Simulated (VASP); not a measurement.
Input of a VASP 6.6.1 run:

The input INCAR:

```
ALGO = Fast
EDIFF = 1E-6
ENCUT = 520
ISIF = 2
ISMEAR = 0
LASPH = T
LCHARG = T
LELF = T
LREAL = F
LVHAR = T
LWAVE = F
NBANDS = 11
NELM = 60
PREC = Accurate
SIGMA = 0.15
```

The input KPOINTS:

```
k-points
0
Gamma
  14 14 14
```

File POSCAR:

```
Sr
1.0
   -2.3522500000      2.3522500000      2.3886250000
    2.3522500000     -2.3522500000      2.3886250000
    2.3522500000      2.3522500000     -2.3886250000
Sr
1
Direct
    0.0000000000      0.0000000000      0.0000000000
```

Potentials or basis: VASP PAW LDA potentials, release 64 (Sr_sv).

Run with:

```bash
$ cat potpaw_LDA.64/Sr_sv/POTCAR > POTCAR
$ mpirun -np 1 vasp_std > vasp.out
```

Problem. What does it give for the pressure?

Solution. -1.2 GPa.

Problem. Estimate the band gap on the k mesh.

Solution. Zero (bands 5 and 6 overlap by 0.45 eV).

Caveat: the cell differs from its parent crystal (strain -0.030 along x and y, -0.015 along z).
